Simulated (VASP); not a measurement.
A run of VASP 6.6.1:

Contents of POSCAR:

```
BeAu3
1.0
    4.0117060000      0.0000000000      0.0000000000
    0.0000000000      4.0117060000      0.0000000000
    0.0000000000      0.0000000000      4.0117060000
Au Be
3 1
Direct
    0.5000000000      0.5000000000      0.0000000000
    0.5000000000      0.0000000000      0.5000000000
    0.0000000000      0.5000000000      0.5000000000
    0.0000000000      0.0000000000      0.0000000000
```

File INCAR.step1:

```
PREC = Accurate
ENCUT = 520
ISMEAR = -1
SIGMA = 0.1
LREAL = False
LASPH = True
NELM = 100
NBANDS = 26
GGA = PE
ALGO = Normal
EDIFF = 1E-4
LWAVE = True
LCHARG = False
```

The input INCAR.step2:

```
PREC = Accurate
ENCUT = 520
EDIFF = 1E-6
ISMEAR = -1
SIGMA = 0.1
LREAL = False
LASPH = True
NELM = 100
ALGO = Normal
ISIF = 2
LWAVE = False
LCHARG = True
METAGGA = R2SCAN
LMIXTAU = True
LELF = True
LVHAR = True
NBANDS = 26
ISTART = 1
```

File KPOINTS:

```
Automatic mesh
0
Gamma
  6 6 6
```

Potentials or basis: VASP PAW PBE potentials, release 64 (Au, Be).

Run with:

```console
$ cat potpaw_PBE.64/Au/POTCAR potpaw_PBE.64/Be/POTCAR > POTCAR
$ cp INCAR.step1 INCAR
$ mpirun -np 1 vasp_std > vasp.out
$ cp INCAR.step2 INCAR
$ mpirun -np 1 vasp_std > vasp.out
```

Hardware: 1 thread of Intel Xeon 8259CL (shared host).

Problem. Estimate the wall time of this run.

Solution. It took 4.5 min on 1 thread of Intel Xeon 8259CL, on a shared host, peak memory 0.18 GiB. Counts: k points 20.
